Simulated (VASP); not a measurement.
Here is a VASP 6.6.1 calculation.

The input INCAR:

```
ALGO = Normal
EDIFF = 1E-6
EDIFFG = -0.01
ENCUT = 520
GGA = PE
IBRION = 2
ISIF = 2
ISMEAR = 0
LASPH = True
LCHARG = False
LREAL = False
LWAVE = False
NELM = 100
NSW = 50
PREC = Accurate
SIGMA = 0.05
```

File KPOINTS:

```
k-points
0
Gamma
  9 9 6
```

The input POSCAR:

```
AlN
1.0
    3.0986000000      0.0000000000      0.0000000000
   -1.5493000000      2.6834663162      0.0000000000
    0.0000000000      0.0000000000      5.4183000000
Al N
2 2
Direct
    0.3333333333      0.6666666667      0.0017290859
    0.6666666667      0.3333333333      0.5017290859
    0.3333333333      0.6666666667      0.3832709141
    0.6666666667      0.3333333333      0.8832709141
```

Potentials or basis: VASP PAW PBE potentials, release 64 (Al, N).

Run with:

```console
$ cat potpaw_PBE.64/Al/POTCAR potpaw_PBE.64/N/POTCAR > POTCAR
$ mpirun -np 1 vasp_std > vasp.out
```

Problem. Estimate the band gap on the k mesh.

Solution. 3.29 eV, direct.

Problem. Estimate the energy gained by relaxing.

Solution. 5.0 meV/atom.

Stress tensor (GPa, compression positive):
```
 -0.56   0.00   0.00
  0.00  -0.56   0.00
  0.00   0.00 -25.79
```

Expect the measured gap to be larger: semilocal functionals such as PBE lack the derivative discontinuity.
